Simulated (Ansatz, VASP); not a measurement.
## Nb3WC4: VASP beside Ansatz

```
Nb W C
1.0
    -2.77181    2.77181    2.77181
     2.77181   -2.77181    2.77181
     2.77181    2.77181   -2.77181
Nb W C
3 1 4
Cartesian
  2.7718 0.0000 0.0000
  0.0000 2.7718 0.0000
  0.0000 0.0000 2.7718
  0.0000 0.0000 0.0000
  1.3859 1.3859 1.3859
  1.3859 1.3859 -1.3859
  1.3859 -1.3859 1.3859
  -1.3859 1.3859 1.3859
```

Alike in both runs: functional PBE; k mesh 4 × 4 × 4; occupations gaussian, width 0.2 eV; no spin polarisation.

Ansatz relaxed the structure, and its values are those at the end. VASP's run is a single point on that final structure, the one shown.

|  | VASP | Ansatz |
| --- | --- | --- |
| version | VASP 6.6.1 | Ansatz 0.2.0 |
| potentials or method | VASP PAW PBE potentials, release 64 (Nb_sv, W_sv, C), cutoff 600 eV | scalar-relativistic, plane waves, PAW |
| valence electrons in the cell | 69 | 69 |

Ansatz gave:

- gap on the k mesh at the Fermi level (eV): none
- pressure (GPa): -0.3

Q: Which values does VASP return?

A: gap on the k mesh at the Fermi level (eV): none; pressure (GPa): -0.4.

A gap of «none» marks a metal or a gap that the smearing closes.

The k mesh is coarse, so the values compare programs but aren't converged. Neither program's run includes spin-orbit coupling.
